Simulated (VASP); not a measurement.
# Si2Mo (I4/mmm) in VASP: notebook, part 2 of 3

VASP 6.6.1. Earlier steps stand in the parts before.

## (4) Single point, r2SCAN

This run uses another cell than the first one, of 13.36 Å³/atom.

File POSCAR:

```
Si2Mo
1.0
   -1.6010447289      1.6010447289      3.9083925469
    1.6010447289     -1.6010447289      3.9083925469
    1.6010447289      1.6010447289     -3.9083925469
Si Mo
2 1
Direct
    0.3352808695      0.3352808695      0.0000000000
    0.6647191305      0.6647191305      0.0000000000
    0.0000000000      0.0000000000      0.0000000000
```

File INCAR.step1:

```
PREC     = Accurate       # precision mode
ENCUT    = 550            # plane-wave cutoff, eV
ISMEAR   = 0              # smearing method
SIGMA    = 0.05           # smearing width, eV
LREAL    = F              # projectors in reciprocal space
LASPH    = T              # aspherical terms in the spheres
NELM     = 120            # most SCF steps
NBANDS   = 18             # bands
ISYM     = 0            
GGA      = PE             # functional
ALGO     = Normal         # electronic algorithm
EDIFF    = 1E-5           # SCF threshold, eV
LWAVE    = T              # write WAVECAR
LCHARG   = F              # write CHGCAR
GGA_COMPAT= F            
KPAR     = 4
```

File INCAR.step2:

```
PREC     = Accurate       # precision mode
ENCUT    = 550            # plane-wave cutoff, eV
EDIFF    = 1E-6           # SCF threshold, eV
ISMEAR   = 0              # smearing method
SIGMA    = 0.05           # smearing width, eV
LREAL    = F              # projectors in reciprocal space
LASPH    = T              # aspherical terms in the spheres
NELM     = 120            # most SCF steps
ALGO     = Normal         # electronic algorithm
ISIF     = 2              # what is computed and relaxed
LWAVE    = F              # write WAVECAR
LCHARG   = F              # write CHGCAR
METAGGA  = R2SCAN         # meta-GGA
LMIXTAU  = T            
NBANDS   = 18             # bands
ISYM     = 0            
ISTART   = 1            
GGA_COMPAT= F            
KPAR     = 4
```

File KPOINTS:

```
Automatic mesh
0
Gamma
  14 14 14
```

The run is started by

```bash
$ cat potpaw_PBE.64/Si/POTCAR potpaw_PBE.64/Mo_sv/POTCAR > POTCAR
$ cp INCAR.step1 INCAR
$ mpirun -np 4 vasp_std > vasp.out
$ cp INCAR.step2 INCAR
$ mpirun -np 4 vasp_std > vasp.out
```

Run time: 8.7 min. Hardware: 4 MPI ranks of Intel Xeon 6975P-C (Granite Rapids), shared host; peak memory 1 GiB.

The run converged. Its results:

| Property | Result |
| --- | --- |
| Free energy | -45.0155 eV |
| Pressure | 0.4 GPa |
| Largest force | 0.007 eV/Å |
| Band gap on the k mesh | zero (bands 11 and 12 overlap by 1.03 eV) |

Forces on the atoms (eV/Å):
```
Si   0.000  0.000 -0.007
Si   0.000  0.000  0.007
Mo   0.000  0.000  0.000
```

Stress tensor (GPa, compression positive):
```
0.38 0.00 0.00
0.00 0.38 0.00
0.00 0.00 0.46
```

Levels at points of the mesh, in eV from the Fermi level:
```csv
k point,band 7,band 8,band 9,band 10,band 11,band 12,band 13,band 14,band 15,band 16
"(0.00, 0.00, 0.00)",-3.49,-3.15,-2.84,-2.84,0.31,3.38,3.44,3.63,3.63,4.41
"(0.50, 0.00, 0.00)",-5.25,-4.85,-2.82,-2.70,-0.59,2.49,3.23,4.44,4.45,5.78
"(0.00, 0.50, 0.00)",-5.25,-4.85,-2.82,-2.70,-0.59,2.49,3.23,4.44,4.45,5.78
"(0.00, 0.50, 0.50)",-5.25,-4.85,-2.82,-2.70,-0.59,2.49,3.23,4.44,4.45,5.78
"(0.50, 0.00, 0.50)",-5.25,-4.85,-2.82,-2.70,-0.59,2.49,3.23,4.44,4.45,5.78
"(0.50, 0.50, 0.00)",-6.06,-5.40,-4.75,-3.28,-1.43,2.56,2.99,3.41,3.57,4.97
"(0.00, 0.00, 0.50)",-6.06,-5.40,-4.75,-3.28,-1.43,2.56,2.99,3.41,3.57,4.97
"(0.50, 0.50, 0.50)",-3.68,-2.30,-0.64,-0.64,-0.60,-0.60,0.46,5.13,5.77,6.50
```

Caveat: the PAW data sets were made with another functional, which shifts forces and pressure a little.

## (5) Single point, r2SCAN (13.63 Å³/atom)

This run uses another cell than the first one, of 13.63 Å³/atom.

File POSCAR:

```
Si2Mo
1.0
   -1.6123215576      1.6123215576      3.9309901616
    1.6123215576     -1.6123215576      3.9309901616
    1.6123215576      1.6123215576     -3.9309901616
Si Mo
2 1
Direct
    0.3356132759      0.3356132759      0.0000000000
    0.6643867241      0.6643867241      0.0000000000
    0.0000000000      0.0000000000      0.0000000000
```

File INCAR.step1:

```
PREC = Accurate ; ENCUT = 550
ISMEAR = 0 ; SIGMA = 0.05
LREAL = False ; LASPH = True
NELM = 120 ; NBANDS = 18
GGA = PE ; ALGO = Normal
EDIFF = 1E-5 ; LWAVE = True
LCHARG = False ; GGA_COMPAT = False
```

File INCAR.step2:

```
PREC = Accurate ; ENCUT = 550
EDIFF = 1E-6 ; ISMEAR = 0
SIGMA = 0.05 ; LREAL = False
LASPH = True ; NELM = 120
ALGO = Normal ; ISIF = 2
LWAVE = False ; LCHARG = False
METAGGA = R2SCAN ; LMIXTAU = True
NBANDS = 18 ; ISTART = 1
GGA_COMPAT = False
```

File KPOINTS:

```
regular mesh
0
Gamma
  14 14 14
```

Potentials or basis: VASP PAW PBE potentials, release 64 (Si, Mo_sv).

The run is started by

```bash
$ cat potpaw_PBE.64/Si/POTCAR potpaw_PBE.64/Mo_sv/POTCAR > POTCAR
$ cp INCAR.step1 INCAR
$ mpirun -np 1 vasp_std > vasp.out
$ cp INCAR.step2 INCAR
$ mpirun -np 1 vasp_std > vasp.out
```

OUTCAR:

```text
PREC = Accurate
   ENCUT = 550
   EDIFF = 1E-6
   ISMEAR = 0
   LREAL = False
   LASPH = True
   NELM = 120
   ISIF = 2
   METAGGA = R2SCAN
   ISTART = 1

 ion  position               nearest neighbor table
   1  0.336  0.336  0.000-   2 2.58   3 2.62   3 2.62   3 2.62   3 2.62   3 2.64   2 2.65   2 2.65
                             2 2.65   2 2.65
   2  0.664  0.664  0.000-   1 2.58   3 2.62   3 2.62   3 2.62   3 2.62   3 2.64   1 2.65   1 2.65
                             1 2.65   1 2.65
   3  0.000  0.000  0.000-   2 2.62   2 2.62   2 2.62   1 2.62   2 2.62   1 2.62   1 2.62   1 2.62
                             1 2.64   2 2.64

  LATTYP: Found a body centered tetragonal cell.
 ALAT       =     3.2246431152
 C/A-ratio  =     2.4380931602

  Lattice vectors:

 A1 = (  -1.6123215576,   1.6123215576,   3.9309901616)
 A2 = (   1.6123215576,  -1.6123215576,   3.9309901616)
 A3 = (   1.6123215576,   1.6123215576,  -3.9309901616)

Analysis of symmetry for initial positions (statically):
=====================================================================
 Subroutine PRICEL returns:
 Original cell was already a primitive cell.

[... 170 lines left out ...]

 E-fermi :  12.0229     XC(G=0): -13.3010

 val. band max:       11.8997266873   @ k =  -0.4286   0.5000   0.3571
 cond. band min:      12.0285079992   @ k =  -0.4286  -0.4286   0.4286
 fundamental gap:      0.1287813118
 Fermi energy:        12.0229131046

 k-point     1 :       0.0000    0.0000    0.0000
  band No.  band energies     occupation
      1     -50.6383      2.00000
      2     -24.0612      2.00000
      3     -23.9900      2.00000
      4     -23.9900      2.00000
      5      -2.0260      2.00000
      6       5.3492      2.00000
[... 481 lines left out ...]
      5      -0.0268      2.00000
      6       4.3222      2.00000
[... 10 lines left out ...]
     17      19.6286      0.00000
     18      20.8122      0.00000

 [... further k-points ...]

------------------------ aborting loop because EDIFF is reached ----------------------------------------

  FORCE on cell =-STRESS in cart. coord.  units (eV):
  Direction    XX          YY          ZZ          XY          YZ          ZX
  --------------------------------------------------------------------------------------
  -------------------------------------------------------------------------------------
  Total       -0.9566987     -0.9566987     -0.9651309      0.0000000     -0.0000000     -0.0000000
  in kB      -37.4990691    -37.4990691    -37.8295815      0.0000000     -0.0000000     -0.0000000
  external PRESSURE =     -37.6092399 kB  Pullay stress =       0.0000000 kB

 VOLUME and BASIS-vectors are now :
 -----------------------------------------------------------------------------
  energy-cutoff  :      550.00
  volume of cell :       40.88
      direct lattice vectors                 reciprocal lattice vectors
    -1.612321558  1.612321558  3.930990162     0.000000000  0.310111837  0.127194417
     1.612321558 -1.612321558  3.930990162     0.310111837  0.000000000  0.127194417
     1.612321558  1.612321558 -3.930990162     0.310111837  0.310111837  0.000000000

 POSITION                                       TOTAL-FORCE (eV/Angst)
 -----------------------------------------------------------------------------------
      0.00000      0.00000      2.63858         0.000000      0.000000     -0.005968
      0.00000      0.00000      5.22340        -0.000000     -0.000000      0.005968
      0.00000      0.00000      0.00000         0.000000      0.000000      0.000000
 -----------------------------------------------------------------------------------
    total drift:                                0.000000     -0.000000      0.000000

  FREE ENERGIE OF THE ION-ELECTRON SYSTEM (eV)
  ---------------------------------------------------
  free  energy   TOTEN  =       -45.0070011521 eV

  energy  without entropy=      -45.0065558498  energy(sigma->0) =      -45.00677850
```

OSZICAR.step1:

```text
N       E                     dE             d eps       ncg     rms          rms(c)
DAV:   1     0.124504672714E+03    0.12450E+03   -0.11576E+04  8800   0.121E+03
DAV:   2    -0.209238348951E+02   -0.14543E+03   -0.14260E+03 10442   0.304E+02
DAV:   3    -0.241588712378E+02   -0.32350E+01   -0.32037E+01 10996   0.400E+01
DAV:   4    -0.241782615852E+02   -0.19390E-01   -0.19376E-01 10266   0.333E+00
DAV:   5    -0.241783959096E+02   -0.13432E-03   -0.13432E-03 10396   0.295E-01    0.208E+01
DAV:   6    -0.234265565590E+02    0.75184E+00   -0.59705E+00  9226   0.157E+01    0.448E+00
DAV:   7    -0.232962235514E+02    0.13033E+00   -0.92999E-01  9162   0.575E+00    0.432E+00
DAV:   8    -0.232611698368E+02    0.35054E-01   -0.10418E-01  9484   0.238E+00    0.455E-01
DAV:   9    -0.232604287487E+02    0.74109E-03   -0.21697E-03 10546   0.370E-01    0.256E-01
DAV:  10    -0.232603910381E+02    0.37711E-04   -0.56070E-04  9756   0.199E-01    0.553E-02
DAV:  11    -0.232603767657E+02    0.14272E-04   -0.20916E-04  9580   0.108E-01    0.468E-02
DAV:  12    -0.232603724612E+02    0.43045E-05   -0.32517E-05  7472   0.401E-02
   1 F= -.23260372E+02 E0= -.23260120E+02  d E =-.504070E-03
```

Run time: 19 min. Hardware: 1 thread of Oxide Virtual Turin-like, shared host; peak memory 0.31 GiB.

What came out:

| Item | Value |
| --- | --- |
| Free energy | -45.0070 eV |
| Pressure | -3.8 GPa |
| Largest force | 0.006 eV/Å |
| Band gap on the k mesh | zero (bands 11 and 12 overlap by 1.01 eV) |

Forces in eV/Å, atoms in the order of the input:
```
Si   0.000  0.000 -0.006
Si   0.000  0.000  0.006
Mo   0.000  0.000  0.000
```

Levels at points of the mesh, in eV from the Fermi level:
| k point | band 8 | band 9 | band 10 | band 11 | band 12 | band 13 | band 14 | band 15 |
| --- | --- | --- | --- | --- | --- | --- | --- | --- |
| (0.00, 0.00, 0.00) | -3.04 | -2.77 | -2.77 | 0.31 | 3.32 | 3.49 | 3.55 | 3.55 |
| (0.50, 0.00, 0.00) | -4.78 | -2.76 | -2.61 | -0.55 | 2.43 | 3.21 | 4.29 | 4.41 |
| (0.50, 0.50, 0.00) | -5.38 | -4.65 | -3.18 | -1.43 | 2.49 | 2.91 | 3.36 | 3.54 |
| (0.50, 0.50, 0.50) | -2.21 | -0.61 | -0.61 | -0.59 | -0.59 | 0.45 | 5.09 | 5.54 |

Caveat: the cell stands under tension; the PAW data sets were made with another functional, which shifts forces and pressure a little.

## (6) Single point, r2SCAN (13.89 Å³/atom)

This run uses another cell than the first one, of 13.89 Å³/atom.

File POSCAR:

```
Si2Mo
1.0
   -1.6236039461      1.6236039461      3.9525579826
    1.6236039461     -1.6236039461      3.9525579826
    1.6236039461      1.6236039461     -3.9525579826
Si Mo
2 1
Direct
    0.3359424410      0.3359424410      0.0000000000
    0.6640575590      0.6640575590      0.0000000000
    0.0000000000      0.0000000000      0.0000000000
```

File INCAR.step1:

```
SYSTEM = Si2Mo
PREC = Accurate
ENCUT = 550
ISMEAR = 0
SIGMA = 0.05
LREAL = .False.
LASPH = .True.
NELM = 120
NBANDS = 18
GGA = PE
ALGO = Normal
EDIFF = 1E-5
LWAVE = .True.
LCHARG = .False.
GGA_COMPAT = .False.
```

File INCAR.step2:

```
SYSTEM = Si2Mo
PREC = Accurate
ENCUT = 550
EDIFF = 1E-6
ISMEAR = 0
SIGMA = 0.05
LREAL = .False.
LASPH = .True.
NELM = 120
ALGO = Normal
ISIF = 2
LWAVE = .False.
LCHARG = .True.
METAGGA = R2SCAN
LMIXTAU = .True.
LELF = .True.
LVHAR = .True.
NBANDS = 18
ISTART = 1
GGA_COMPAT = .False.
```

File KPOINTS:

```
regular mesh
0
Gamma
  14 14 14
  0 0 0
```

Potentials or basis: VASP PAW PBE potentials, release 64 (Si, Mo_sv).

The run is started by

```bash
$ cat potpaw_PBE.64/Si/POTCAR potpaw_PBE.64/Mo_sv/POTCAR > POTCAR
$ cp INCAR.step1 INCAR
$ mpirun -np 1 vasp_std > vasp.out
$ cp INCAR.step2 INCAR
$ mpirun -np 1 vasp_std > vasp.out
```

OUTCAR:

```text
SYSTEM = Si2Mo
   PREC = Accurate
   ENCUT = 550
   EDIFF = 1E-6
   ISMEAR = 0
   LREAL = .False.
   LASPH = .True.
   NELM = 120
   ISIF = 2
   METAGGA = R2SCAN
   ISTART = 1

 ion  position               nearest neighbor table
   1  0.336  0.336  0.000-   2 2.59   3 2.64   3 2.64   3 2.64   3 2.64   3 2.66   2 2.67   2 2.67
                             2 2.67   2 2.67
   2  0.664  0.664  0.000-   1 2.59   3 2.64   3 2.64   3 2.64   3 2.64   3 2.66   1 2.67   1 2.67
                             1 2.67   1 2.67
   3  0.000  0.000  0.000-   2 2.64   2 2.64   2 2.64   1 2.64   2 2.64   1 2.64   1 2.64   1 2.64
                             1 2.66   2 2.66

  LATTYP: Found a body centered tetragonal cell.
 ALAT       =     3.2472078922
 C/A-ratio  =     2.4344348214

  Lattice vectors:

 A1 = (  -1.6236039461,   1.6236039461,   3.9525579826)
 A2 = (   1.6236039461,  -1.6236039461,   3.9525579826)
 A3 = (   1.6236039461,   1.6236039461,  -3.9525579826)

Analysis of symmetry for initial positions (statically):
=====================================================================
 Subroutine PRICEL returns:
 Original cell was already a primitive cell.

[... 172 lines left out ...]

 val. band max:       11.6190301770   @ k =  -0.4286   0.5000   0.3571
 cond. band min:      11.7252758395   @ k =   0.0714  -0.0000   0.0000
 fundamental gap:      0.1062456625
 Fermi energy:        11.7214816675

 k-point     1 :       0.0000    0.0000    0.0000
  band No.  band energies     occupation
      1     -50.9530      2.00000
      2     -24.3595      2.00000
      3     -24.3031      2.00000
      4     -24.3031      2.00000
      5      -2.1527      2.00000
      6       5.1824      2.00000
[... 481 lines left out ...]
      5      -0.1849      2.00000
      6       4.1091      2.00000
[... 10 lines left out ...]
     17      19.2570      0.00000
     18      20.4074      0.00000

 [... further k-points ...]

------------------------ aborting loop because EDIFF is reached ----------------------------------------

  FORCE on cell =-STRESS in cart. coord.  units (eV):
  Direction    XX          YY          ZZ          XY          YZ          ZX
  --------------------------------------------------------------------------------------
  -------------------------------------------------------------------------------------
  Total       -1.9473286     -1.9473286     -1.9500194      0.0000000     -0.0000000      0.0000000
  in kB      -74.8602692    -74.8602692    -74.9637090      0.0000000     -0.0000000      0.0000000
  external PRESSURE =     -74.8947491 kB  Pullay stress =       0.0000000 kB

 VOLUME and BASIS-vectors are now :
 -----------------------------------------------------------------------------
  energy-cutoff  :      550.00
  volume of cell :       41.68
      direct lattice vectors                 reciprocal lattice vectors
    -1.623603946  1.623603946  3.952557983     0.000000000  0.307956877  0.126500358
     1.623603946 -1.623603946  3.952557983     0.307956877  0.000000000  0.126500358
     1.623603946  1.623603946 -3.952557983     0.307956877  0.307956877  0.000000000

 POSITION                                       TOTAL-FORCE (eV/Angst)
 -----------------------------------------------------------------------------------
      0.00000      0.00000      2.65566         0.000000      0.000000     -0.003339
      0.00000      0.00000      5.24945        -0.000000     -0.000000      0.003339
      0.00000      0.00000      0.00000         0.000000      0.000000     -0.000000
 -----------------------------------------------------------------------------------
    total drift:                               -0.000000     -0.000000      0.000000

  FREE ENERGIE OF THE ION-ELECTRON SYSTEM (eV)
  ---------------------------------------------------
  free  energy   TOTEN  =       -44.9787605306 eV

  energy  without entropy=      -44.9783104442  energy(sigma->0) =      -44.97853549
```

OUTCAR.step1:

```text
SYSTEM = Si2Mo
   PREC = Accurate
   ENCUT = 550
   ISMEAR = 0
   LREAL = .False.
   LASPH = .True.
[... 732 lines left out ...]
      0.00000      0.00000      2.65566         0.000000      0.000000     -0.071019
      0.00000      0.00000      5.24945        -0.000000     -0.000000      0.071019
      0.00000      0.00000      0.00000        -0.000000     -0.000000      0.000000
 -----------------------------------------------------------------------------------
    total drift:                               -0.000000     -0.000000      0.000000

  FREE ENERGIE OF THE ION-ELECTRON SYSTEM (eV)
  ---------------------------------------------------
  free  energy   TOTEN  =       -23.2483076142 eV

  energy  without entropy=      -23.2478260594  energy(sigma->0) =      -23.24806684
```

OSZICAR.step1:

```text
N       E                     dE             d eps       ncg     rms          rms(c)
DAV:   1     0.123863221878E+03    0.12386E+03   -0.11570E+04  8792   0.121E+03
DAV:   2    -0.209420211034E+02   -0.14481E+03   -0.14172E+03 10562   0.302E+02
DAV:   3    -0.241647026128E+02   -0.32227E+01   -0.31846E+01 10898   0.397E+01
DAV:   4    -0.241840371600E+02   -0.19335E-01   -0.19319E-01 10450   0.334E+00
DAV:   5    -0.241841681722E+02   -0.13101E-03   -0.13101E-03 10220   0.293E-01    0.199E+01
DAV:   6    -0.234268602832E+02    0.75731E+00   -0.62944E+00  9220   0.159E+01    0.423E+00
DAV:   7    -0.232848047931E+02    0.14206E+00   -0.10137E+00  9138   0.594E+00    0.411E+00
DAV:   8    -0.232491543227E+02    0.35650E-01   -0.10791E-01  9486   0.239E+00    0.458E-01
DAV:   9    -0.232483623277E+02    0.79200E-03   -0.23238E-03 10526   0.378E-01    0.262E-01
DAV:  10    -0.232483293015E+02    0.33026E-04   -0.60629E-04  9726   0.207E-01    0.569E-02
DAV:  11    -0.232483132147E+02    0.16087E-04   -0.24175E-04  9586   0.115E-01    0.496E-02
DAV:  12    -0.232483076142E+02    0.56005E-05   -0.35135E-05  7544   0.414E-02
   1 F= -.23248308E+02 E0= -.23248067E+02  d E =-.481555E-03
```

Run time: 21 min. Hardware: 1 thread of Oxide Virtual Turin-like, shared host; peak memory 0.32 GiB.

What came out:

```
Free energy            : -44.9788 eV
Pressure               : -7.5 GPa
Largest force          : 0.003 eV/Å
Band gap on the k mesh : zero (bands 11 and 12 overlap by 0.99 eV)
```

Forces on the atoms (eV/Å):
```
Si   0.000  0.000 -0.003
Si   0.000  0.000  0.003
Mo   0.000  0.000  0.000
```

Levels at points of the mesh, in eV from the Fermi level:
```
           k point  band 9  band 10  band 11  band 12  band 13  band 14
(0.00, 0.00, 0.00)   -2.70    -2.70     0.30     3.22     3.48     3.48
(0.50, 0.00, 0.00)   -2.71    -2.52    -0.52     2.37     3.19     4.16
(0.50, 0.50, 0.00)   -4.55    -3.08    -1.43     2.43     2.83     3.32
(0.50, 0.50, 0.50)   -0.58    -0.58    -0.58    -0.58     0.43     5.05
```

Caveat: the cell stands under tension; the PAW data sets were made with another functional, which shifts forces and pressure a little.

(Continued in part 3 of 3.)

The gap in the log of VASP goes by the Fermi energy; the results here count the filled bands.